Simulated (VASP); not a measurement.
A run of VASP 6.6.1 is set up as follows.

The input INCAR:

```
PREC     = Accurate       # precision mode
ENCUT    = 520            # plane-wave cutoff, eV
EDIFF    = 1E-6           # SCF threshold, eV
ISMEAR   = -1             # smearing method
SIGMA    = 0.05           # smearing width, eV
LREAL    = F              # projectors in reciprocal space
LASPH    = T              # aspherical terms in the spheres
NELM     = 60             # most SCF steps
ALGO     = Fast           # electronic algorithm
ISIF     = 2              # what is computed and relaxed
LWAVE    = F              # write WAVECAR
LCHARG   = F              # write CHGCAR
GGA      = PS             # functional
NBANDS   = 16             # bands
```

The input KPOINTS:

```
Automatic mesh
0
Gamma
  12 12 7
```

File POSCAR:

```
Co
1.0
    2.4719999032      0.0000000000      0.0000000000
   -1.2359999516      2.1408147143      0.0000000000
    0.0000000000      0.0000000000      4.0211440800
Co
2
Direct
    0.6666666667      0.3333333333      0.7500000000
    0.3333333333      0.6666666667      0.2500000000
```

Potentials or basis: VASP PAW PBE potentials, release 64 (Co).

Launch:

```console
$ cat potpaw_PBE.64/Co/POTCAR > POTCAR
$ mpirun -np 1 vasp_std > vasp.out
```

What does it give for the pressure?

-17.9 GPa.

Estimate the band gap on the k mesh.

zero (bands 9 and 10 overlap by 1.42 eV).

Stress tensor (GPa, compression positive):
```
-17.20   0.00   0.00
  0.00 -17.20   0.00
  0.00   0.00 -19.32
```

Caveat: the cell stands under tension; the PAW data sets were made with another functional, which shifts forces and pressure a little; the run has no spin polarisation, though such a crystal can be magnetic. Spin polarisation is off, so any magnetic state and its effect on volume and gap are missing.
